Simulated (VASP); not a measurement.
A run of VASP 6.6.1:

Contents of INCAR:

```
SYSTEM = Na
PREC     = Accurate       ! precision mode
ENCUT    = 520            ! plane-wave cutoff, eV
EDIFF    = 1E-6           ! SCF threshold, eV
ISMEAR   = -1             ! smearing method
SIGMA    = 0.05           ! smearing width, eV
LREAL    = .False.        ! projectors in reciprocal space
LASPH    = .True.         ! aspherical terms in the spheres
NELM     = 100            ! most SCF steps
ALGO     = Normal         ! electronic algorithm
ISIF     = 2              ! what is computed and relaxed
LWAVE    = .False.        ! write WAVECAR
LCHARG   = .True.         ! write CHGCAR
GGA      = CA             ! functional
LELF     = .True.         ! ELF
LVHAR    = .True.       
NBANDS   = 10             ! bands
```

The input KPOINTS:

```
regular mesh
0
Gamma
  13 13 13
  0 0 0
```

Contents of POSCAR:

```
Na
1.0
    0.0000000000      2.0941978919      2.0941978919
    2.0941978919      0.0000000000      2.0941978919
    2.0941978919      2.0941978919      0.0000000000
Na
1
Direct
    0.0000000000      0.0000000000      0.0000000000
```

Potentials or basis: VASP PAW LDA potentials, release 64 (Na_pv).

The run is started by

```sh
$ cat potpaw_LDA.64/Na_pv/POTCAR > POTCAR
$ mpirun -np 1 vasp_std > vasp.out
```

Hardware: 1 thread of Intel(R) Xeon(R) 6975P-C (Granite Rapids), on a shared host.

Estimate the wall time of this run.

Run time: 4.9 s on 1 thread of Intel(R) Xeon(R) 6975P-C (Granite Rapids) (shared host), peak memory 0.12 GiB. Counts: scf iterations 9, k points 84.
